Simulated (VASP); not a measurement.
# Pb (Fm-3m) in VASP: a series of runs

The runs below take Pb through single point, with revPBE.

Everything below comes from runs of VASP 6.6.1. Logs are shortened: lines on timing, memory, paths and dates and some standing lists are left out, and cuts for length are marked.

**1. The cell of the first run**

The structure is cubic, space group Fm-3m (No. 225). Conventional cell: a = 5.014 Å, b = 5.014 Å, c = 5.014 Å, α = 90.00°, β = 90.00°, γ = 90.00°. Within 4.7 Å of Pb (site symmetry m-3m) lie 12 Pb at 3.55 Å.

**2. Single point, revPBE (volume scaled by 0.96)**

Contents of INCAR:

```
ALGO     = Normal         # electronic algorithm
EDIFF    = 1E-6           # SCF threshold, eV
ENCUT    = 520            # plane-wave cutoff, eV
GGA      = RE             # functional
ISIF     = 2              # what is computed and relaxed
ISMEAR   = -1             # smearing method
LASPH    = True           # aspherical terms in the spheres
LCHARG   = False          # write CHGCAR
LREAL    = False          # projectors in reciprocal space
LWAVE    = False          # write WAVECAR
NBANDS   = 13             # bands
NELM     = 60             # most SCF steps
PREC     = Accurate       # precision mode
SIGMA    = 0.1            # smearing width, eV
```

Contents of KPOINTS:

```
k-points
0
Gamma
  18 18 18
```

Contents of POSCAR:

```
Pb
1.0
    0.0000000000      2.5068353412      2.5068353412
    2.5068353412      0.0000000000      2.5068353412
    2.5068353412      2.5068353412      0.0000000000
Pb
1
Direct
    0.0000000000      0.0000000000      0.0000000000
```

Potentials or basis: VASP PAW PBE potentials, release 64 (Pb_d).

Run with:

```sh
cat potpaw_PBE.64/Pb_d/POTCAR > POTCAR
mpirun -np 1 vasp_std > vasp.out
```

OUTCAR:

```text
EDIFF = 1E-6
   ENCUT = 520
   GGA = RE
   ISIF = 2
   ISMEAR = -1
   LASPH = True
   LREAL = False
   NELM = 60
   PREC = Accurate

 ion  position               nearest neighbor table
   1  0.000  0.000  0.000-

  LATTYP: Found a face centered cubic cell.
 ALAT       =     5.0136706824

  Lattice vectors:

 A1 = (   0.0000000000,   2.5068353412,   2.5068353412)
 A2 = (   2.5068353412,   0.0000000000,   2.5068353412)
 A3 = (   2.5068353412,   2.5068353412,   0.0000000000)

Analysis of symmetry for initial positions (statically):
=====================================================================
 Subroutine PRICEL returns:
 Original cell was already a primitive cell.

 Routine SETGRP: Setting up the symmetry group for a
 face centered cubic supercell.

 Subroutine GETGRP returns: Found 48 space group operations
 (whereof 48 operations were pure point group operations)
 out of a pool of 48 trial point group operations.

The static configuration has the point symmetry O_h .

Analysis of symmetry for dynamics (positions and initial velocities):
=====================================================================
 Subroutine PRICEL returns:
 Original cell was already a primitive cell.

 Routine SETGRP: Setting up the symmetry group for a
 face centered cubic supercell.

 Subroutine GETGRP returns: Found 48 space group operations
 (whereof 48 operations were pure point group operations)
 out of a pool of 48 trial point group operations.

The dynamic configuration has the point symmetry O_h .

 Subroutine INISYM returns: Found 48 space group operations
 (whereof 48 operations are pure point group operations),
 and found     1 'primitive' translations

----------------------------------------------------------------------------------------

                                     Primitive cell

  volume of cell :      31.5070

  direct lattice vectors                    reciprocal lattice vectors
     0.000000000  2.506835341  2.506835341    -0.199454664  0.199454664  0.199454664
     2.506835341  0.000000000  2.506835341     0.199454664 -0.199454664  0.199454664
     2.506835341  2.506835341  0.000000000     0.199454664  0.199454664 -0.199454664

  length of vectors
     3.545200538  3.545200538  3.545200538     0.345465611  0.345465611  0.345465611

  position of ions in fractional coordinates (direct lattice)
     0.000000000  0.000000000  0.000000000

  ion indices of the primitive-cell ions
   primitive index   ion index
                 1           1

[... 81 lines left out ...]
   PSTRESS=    0.0 pullay stress
   NELECT =      14.0000    total number of electrons
   NUPDOWN=      -1.0000    fix difference up-down
   EMIN   =  10.00;   EMAX   =-10.00  energy-range for DOS
   EFERMI =   0.00;   METHOD = LEGACY
   ISMEAR =    -1;   SIGMA  =   0.10  broadening in eV -4-tet -1-fermi 0-gaus
   EFERMI_NEDOS =   21; number of points for ismear=-14 and -15
   IALGO  =     38    algorithm
   IMIX   =      4    mixing-type and parameters
     AMIX     =   0.40;   BMIX     =  1.00
     AMIX_MAG =   1.60;   BMIX_MAG =  1.00
  volume/ion in A,a.u.               =      31.51       212.62
  Fermi-wavevector in a.u.,A,eV,Ry     =   1.249247  2.360735 21.233503  1.560618
  Thomas-Fermi vector in A             =   2.383297
   LORBIT       =      0    0 simple, 1 ext, 2 COOP (PROOUT), +10 PAW based schemes
   GGA     = RE    functional components
   LHFCALC =     F    Hartree Fock is set to
   AEXX    =    0.0000 exact exchange contribution
   IVDW    =     0    specifies the selected vdW correction
   LEPSILON=     F    determine dielectric tensor
   LRPA    =     F    only Hartree local field effects (RPA)
 non-spin polarized calculation
  energy-cutoff  :      520.00
  volume of cell :       31.51
 maximum number of plane-waves:       877
   NGX = 13   NGY = 13   NGZ = 13

 number of electron      14.0000002 magnetization

 Free energy of the ion-electron system (eV)
  ---------------------------------------------------
  ext. energy  EPLUGINS =         0.00000000
  ---------------------------------------------------
  free energy    TOTEN  =        -3.24500259 eV

  energy without entropy =       -3.22538443  energy(sigma->0) =       -3.23519351

 E-fermi :   6.9939     XC(G=0):  -9.9295

 val. band max:        6.9781572299   @ k =   0.3889   0.2778   0.0556
 cond. band min:       7.0046956430   @ k =  -0.3889   0.4444   0.1667
 fundamental gap:      0.0265384132
 Fermi energy:         6.9938797247

 k-point     1 :       0.0000    0.0000    0.0000
  band No.  band energies     occupation
      1     -10.1426      2.00000
      2     -10.1426      2.00000
      3     -10.1426      2.00000
      4     -10.0199      2.00000
      5     -10.0199      2.00000
      6      -4.5409      2.00000
      7      14.0915      0.00000
      8      14.0915      0.00000
      9      14.0915      0.00000
     10      16.6631      0.00000
     11      17.7820      0.00000
     12      19.1497      0.00000
     13      19.1497      0.00000
[... 354 lines left out ...]
  band No.  band energies     occupation
      1     -10.1470      2.00000
      2     -10.1082      2.00000
      3     -10.1063      2.00000
      4     -10.0085      2.00000
      5      -9.9776      2.00000
      6      -3.4267      2.00000
      7       7.9387      0.00016
      8      12.1307      0.00000
      9      13.5830      0.00000
     10      16.1653      0.00000
     11      17.8722      0.00000
     12      18.7541      0.00000
     13      20.2944      0.00000

 [... further k-points ...]

------------------------ aborting loop because EDIFF is reached ----------------------------------------

  FORCE on cell =-STRESS in cart. coord.  units (eV):
  Direction    XX          YY          ZZ          XY          YZ          ZX
  --------------------------------------------------------------------------------------
  -------------------------------------------------------------------------------------
  Total        0.3375096      0.3375096      0.3375096     -0.0000000     -0.0000000      0.0000000
  in kB       17.1628474     17.1628474     17.1628474     -0.0000000     -0.0000000      0.0000000
  external PRESSURE =      17.1628474 kB  Pullay stress =       0.0000000 kB

 VOLUME and BASIS-vectors are now :
 -----------------------------------------------------------------------------
  energy-cutoff  :      520.00
  volume of cell :       31.51
      direct lattice vectors                 reciprocal lattice vectors
     0.000000000  2.506835341  2.506835341    -0.199454664  0.199454664  0.199454664
     2.506835341  0.000000000  2.506835341     0.199454664 -0.199454664  0.199454664
     2.506835341  2.506835341  0.000000000     0.199454664  0.199454664 -0.199454664

 POSITION                                       TOTAL-FORCE (eV/Angst)
 -----------------------------------------------------------------------------------
      0.00000      0.00000      0.00000        -0.000000     -0.000000     -0.000000
 -----------------------------------------------------------------------------------
    total drift:                               -0.000000     -0.000000     -0.000000

  FREE ENERGIE OF THE ION-ELECTRON SYSTEM (eV)
  ---------------------------------------------------
  free  energy   TOTEN  =        -3.2450025879 eV

  energy  without entropy=       -3.2253844306  energy(sigma->0) =       -3.23519351
```

stdout:

```text
POSCAR found type information on POSCAR Pb
 POSCAR found :  1 types and       1 ions
 scaLAPACK will be used
 -----------------------------------------------------------------------------
|                                                                             |
|                                                                             |
|     You enforced a specific xc type in the INCAR file but a different       |
|     I HOPE YOU KNOW WHAT YOU ARE DOING!                                     |
|                                                                             |
 -----------------------------------------------------------------------------

 LDA part: xc-table for (Slater+PW92), standard interpolation
 POSCAR, INCAR and KPOINTS ok, starting setup
 FFT: planning ... GRIDC
 FFT: planning ... GRID_SOFT
 FFT: planning ... GRID
 WAVECAR not read
 entering main loop
```

Wall time 39 s (1 thread of Intel Xeon 6975P-C (Granite Rapids), shared host); peak memory 0.21 GiB.

What came out:

| Item | Value |
| --- | --- |
| Free energy | -3.2450 eV |
| Pressure | 1.7 GPa |
| Band gap on the k mesh | zero (band 7 reaches 14.09 eV, above the bottom of band 8 at 5.49 eV) |

Levels at points of the mesh, in eV from the Fermi level:
| k point | band 5 | band 6 | band 7 | band 8 | band 9 | band 10 |
| --- | --- | --- | --- | --- | --- | --- |
| (0.00, 0.00, 0.00) | -17.01 | -11.53 | 7.10 | 7.10 | 7.10 | 9.67 |
| (0.50, 0.00, 0.00) | -16.89 | -8.13 | -4.06 | 5.35 | 5.35 | 9.07 |
| (0.50, 0.50, 0.00) | -16.86 | -6.80 | -3.16 | 1.98 | 1.98 | 5.21 |

Caveat: the cell differs from its parent crystal (volume scaled by 0.96); the PAW data sets were made with another functional, which shifts forces and pressure a little; spin-orbit coupling is left out, which moves the levels of the heavy elements.

**3. Single point, revPBE**

This run uses another cell than the first one, of 32.82 Å³/atom, 1.042 times its volume.

Contents of INCAR:

```
  PREC = Accurate
  ENCUT = 520
  EDIFF = 1E-7
  ISMEAR = -1
  SIGMA = 0.1
  LREAL = False
  LASPH = True
  NELM = 80
  ALGO = Normal
  ISIF = 2
  LWAVE = False
  LCHARG = False
  GGA = RE
  NBANDS = 13
```

Contents of KPOINTS:

```
regular mesh
0
Gamma
  18 18 18
```

Contents of POSCAR:

```
Pb
1.0
    0.0000000000      2.5411798192      2.5411798192
    2.5411798192      0.0000000000      2.5411798192
    2.5411798192      2.5411798192      0.0000000000
Pb
1
Direct
    0.0000000000      0.0000000000      0.0000000000
```

Potentials or basis: VASP PAW PBE potentials, release 64 (Pb_d).

Run with:

```sh
cat potpaw_PBE.64/Pb_d/POTCAR > POTCAR
mpirun -np 1 vasp_std > vasp.out
```

OUTCAR:

```text
PREC = Accurate
   ENCUT = 520
   EDIFF = 1E-7
   ISMEAR = -1
   LREAL = False
   LASPH = True
   NELM = 80
   ISIF = 2
   GGA = RE

 ion  position               nearest neighbor table
   1  0.000  0.000  0.000-

  LATTYP: Found a face centered cubic cell.
 ALAT       =     5.0823596384

  Lattice vectors:

 A1 = (   0.0000000000,   2.5411798192,   2.5411798192)
 A2 = (   2.5411798192,   0.0000000000,   2.5411798192)
 A3 = (   2.5411798192,   2.5411798192,   0.0000000000)

Analysis of symmetry for initial positions (statically):
=====================================================================
 Subroutine PRICEL returns:
 Original cell was already a primitive cell.

 Routine SETGRP: Setting up the symmetry group for a
 face centered cubic supercell.

 Subroutine GETGRP returns: Found 48 space group operations
 (whereof 48 operations were pure point group operations)
 out of a pool of 48 trial point group operations.

The static configuration has the point symmetry O_h .

Analysis of symmetry for dynamics (positions and initial velocities):
=====================================================================
 Subroutine PRICEL returns:
 Original cell was already a primitive cell.

 Routine SETGRP: Setting up the symmetry group for a
 face centered cubic supercell.

 Subroutine GETGRP returns: Found 48 space group operations
 (whereof 48 operations were pure point group operations)
 out of a pool of 48 trial point group operations.

The dynamic configuration has the point symmetry O_h .

 Subroutine INISYM returns: Found 48 space group operations
 (whereof 48 operations are pure point group operations),
 and found     1 'primitive' translations

----------------------------------------------------------------------------------------

[... 108 lines left out ...]
   IMIX   =      4    mixing-type and parameters
     AMIX     =   0.40;   BMIX     =  1.00
     AMIX_MAG =   1.60;   BMIX_MAG =  1.00
  volume/ion in A,a.u.               =      32.82       221.48
  Fermi-wavevector in a.u.,A,eV,Ry     =   1.232363  2.328829 20.663433  1.518719
  Thomas-Fermi vector in A             =   2.367136
   LORBIT       =      0    0 simple, 1 ext, 2 COOP (PROOUT), +10 PAW based schemes
   GGA     = RE    functional components
   LHFCALC =     F    Hartree Fock is set to
   AEXX    =    0.0000 exact exchange contribution
   IVDW    =     0    specifies the selected vdW correction
   LEPSILON=     F    determine dielectric tensor
   LRPA    =     F    only Hartree local field effects (RPA)
 non-spin polarized calculation
  energy-cutoff  :      520.00
  volume of cell :       32.82
 maximum number of plane-waves:       903
   NGX = 13   NGY = 13   NGZ = 13

 number of electron      14.0000002 magnetization

 Free energy of the ion-electron system (eV)
  ---------------------------------------------------
  ext. energy  EPLUGINS =         0.00000000
  ---------------------------------------------------
  free energy    TOTEN  =        -3.25278025 eV

  energy without entropy =       -3.23284209  energy(sigma->0) =       -3.24281117

 E-fermi :   6.5576     XC(G=0):  -9.7365

 val. band max:        6.5370854498   @ k =  -0.3889   0.4444   0.0556
 cond. band min:       6.5591245258   @ k =  -0.4444   0.3889   0.0000
 fundamental gap:      0.0220390760
 Fermi energy:         6.5575590909

 k-point     1 :       0.0000    0.0000    0.0000
  band No.  band energies     occupation
      1     -10.5530      2.00000
      2     -10.5530      2.00000
      3     -10.5530      2.00000
      4     -10.4451      2.00000
      5     -10.4451      2.00000
      6      -4.7153      2.00000
      7      13.3486      0.00000
      8      13.3486      0.00000
      9      13.3486      0.00000
     10      16.1976      0.00000
     11      16.8413      0.00000
     12      18.4340      0.00000
     13      18.4340      0.00000
[... 354 lines left out ...]
  band No.  band energies     occupation
      1     -10.5552      2.00000
      2     -10.5224      2.00000
      3     -10.5208      2.00000
      4     -10.4345      2.00000
      5     -10.4072      2.00000
      6      -3.6541      2.00000
      7       7.4327      0.00032
      8      11.4956      0.00000
      9      12.8534      0.00000
     10      15.5477      0.00000
     11      17.2535      0.00000
     12      18.0973      0.00000
     13      19.5132      0.00000

 [... further k-points ...]
[... 5 lines left out ...]
  --------------------------------------------------------------------------------------
  -------------------------------------------------------------------------------------
  Total        0.0172101      0.0172101      0.0172101     -0.0000000      0.0000000      0.0000000
  in kB        0.8401516      0.8401516      0.8401516     -0.0000000      0.0000000      0.0000000
  external PRESSURE =       0.8401516 kB  Pullay stress =       0.0000000 kB

 VOLUME and BASIS-vectors are now :
 -----------------------------------------------------------------------------
  energy-cutoff  :      520.00
  volume of cell :       32.82
      direct lattice vectors                 reciprocal lattice vectors
     0.000000000  2.541179819  2.541179819    -0.196759000  0.196759000  0.196759000
     2.541179819  0.000000000  2.541179819     0.196759000 -0.196759000  0.196759000
     2.541179819  2.541179819  0.000000000     0.196759000  0.196759000 -0.196759000

 POSITION                                       TOTAL-FORCE (eV/Angst)
 -----------------------------------------------------------------------------------
      0.00000      0.00000      0.00000        -0.000000      0.000000      0.000000
 -----------------------------------------------------------------------------------
    total drift:                               -0.000000     -0.000000     -0.000000

  FREE ENERGIE OF THE ION-ELECTRON SYSTEM (eV)
  ---------------------------------------------------
  free  energy   TOTEN  =        -3.2527802485 eV

  energy  without entropy=       -3.2328420864  energy(sigma->0) =       -3.24281117
```

OSZICAR:

```text
N       E                     dE             d eps       ncg     rms          rms(c)
DAV:   1     0.109415154284E+03    0.10942E+03   -0.71293E+03  5130   0.123E+03
DAV:   2     0.228077374914E+01   -0.10713E+03   -0.10386E+03  5355   0.312E+02
DAV:   3    -0.312163145732E+01   -0.54024E+01   -0.53837E+01  6248   0.753E+01
DAV:   4    -0.325243335673E+01   -0.13080E+00   -0.13077E+00  6335   0.127E+01
DAV:   5    -0.325838252936E+01   -0.59492E-02   -0.59490E-02  7216   0.247E+00    0.440E-01
DAV:   6    -0.325332780637E+01    0.50547E-02   -0.96673E-03  6662   0.162E+00    0.241E-01
DAV:   7    -0.325263842436E+01    0.68938E-03   -0.47177E-03  6695   0.107E+00    0.906E-02
DAV:   8    -0.325278136953E+01   -0.14295E-03   -0.49435E-04  6370   0.328E-01    0.107E-02
DAV:   9    -0.325278075863E+01    0.61090E-06   -0.10914E-05  7034   0.515E-02    0.466E-03
DAV:  10    -0.325278016763E+01    0.59100E-06   -0.14803E-06  6055   0.125E-02    0.389E-04
DAV:  11    -0.325278024853E+01   -0.80897E-07   -0.53393E-08  4440   0.347E-03
   1 F= -.32527802E+01 E0= -.32428112E+01  d E =-.199382E-01
```

stdout:

```text
POSCAR found type information on POSCAR Pb
 POSCAR found :  1 types and       1 ions
 scaLAPACK will be used
 -----------------------------------------------------------------------------
|                                                                             |
|                                                                             |
|     You enforced a specific xc type in the INCAR file but a different       |
|     I HOPE YOU KNOW WHAT YOU ARE DOING!                                     |
|                                                                             |
 -----------------------------------------------------------------------------

 LDA part: xc-table for (Slater+PW92), standard interpolation
 POSCAR, INCAR and KPOINTS ok, starting setup
 FFT: planning ... GRIDC
 FFT: planning ... GRID_SOFT
 FFT: planning ... GRID
 WAVECAR not read
 entering main loop
```

Run time: 33 s. Hardware: 1 thread of Intel Xeon 6975P-C (Granite Rapids), shared host; peak memory 0.2 GiB.

Results:

```yaml
Free_energy: -3.2528 eV
Pressure: 0.1 GPa
Band_gap_on_the_k_mesh: zero (band 7 reaches 13.35 eV, above the bottom of band 8 at 5.14 eV)
```

Levels at points of the mesh, in eV from the Fermi level:
```csv
k point,band 5,band 6,band 7,band 8,band 9,band 10
"(0.00, 0.00, 0.00)",-17.00,-11.27,6.79,6.79,6.79,9.64
"(0.50, 0.00, 0.00)",-16.90,-8.09,-3.86,5.13,5.13,8.73
"(0.50, 0.50, 0.00)",-16.87,-6.86,-3.00,1.94,1.94,5.10
```

Caveat: the PAW data sets were made with another functional, which shifts forces and pressure a little; spin-orbit coupling is left out, which moves the levels of the heavy elements.

(Part 1 of 2 ends here.)
